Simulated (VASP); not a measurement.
A run of VASP 6.6.1 is set up as follows.

File INCAR:

```
PREC = Accurate ; ENCUT = 520
EDIFF = 1E-6 ; ISMEAR = 0
SIGMA = 0.1 ; LREAL = False
LASPH = True ; NELM = 60
ALGO = Normal ; ISIF = 2
LWAVE = False ; LCHARG = False
LDIPOL = True ; IDIPOL = 3
DIPOL = 0.5 0.5 0.390 ; GGA = PE
NBANDS = 40
```

File KPOINTS:

```
regular mesh
0
Gamma
  9 9 1
```

File POSCAR:

```
Ti5H
1.0
    2.9381632086      0.0000000000      0.0000000000
   -1.4690816043      2.5445239791      0.0000000000
    0.0000000000      0.0000000000     24.7117068140
Ti H
5 1
Direct
    0.6666666666      0.3333333333      0.1618666015
    0.3333333333      0.6666666667      0.2559609806
    0.6666666666      0.3333333333      0.3506708119
    0.3333333333      0.6666666667      0.4475655916
    0.8210773375      0.6421546749      0.5409033752
    1.5000000000      1.0000000000      0.5818272990
```

Potentials or basis: VASP PAW PBE potentials, release 64 (Ti_sv, H).

Launch:

```console
$ cat potpaw_PBE.64/Ti_sv/POTCAR potpaw_PBE.64/H/POTCAR > POTCAR
$ mpirun -np 1 vasp_std > vasp.out
```

Task: Predict the band gap on the k mesh.

Result: Zero (an odd number of electrons rules out a gap without spin polarisation).

Task: What does it give for the largest force?

Result: 0.528 eV/Å.

Forces in eV/Å, atoms in the order of the input:
```
Ti   0.000 -0.009  0.528
Ti   0.000  0.008 -0.497
Ti   0.000  0.040  0.112
Ti   0.000  0.155 -0.121
Ti   0.000  0.000 -0.014
H    0.000 -0.193 -0.008
```
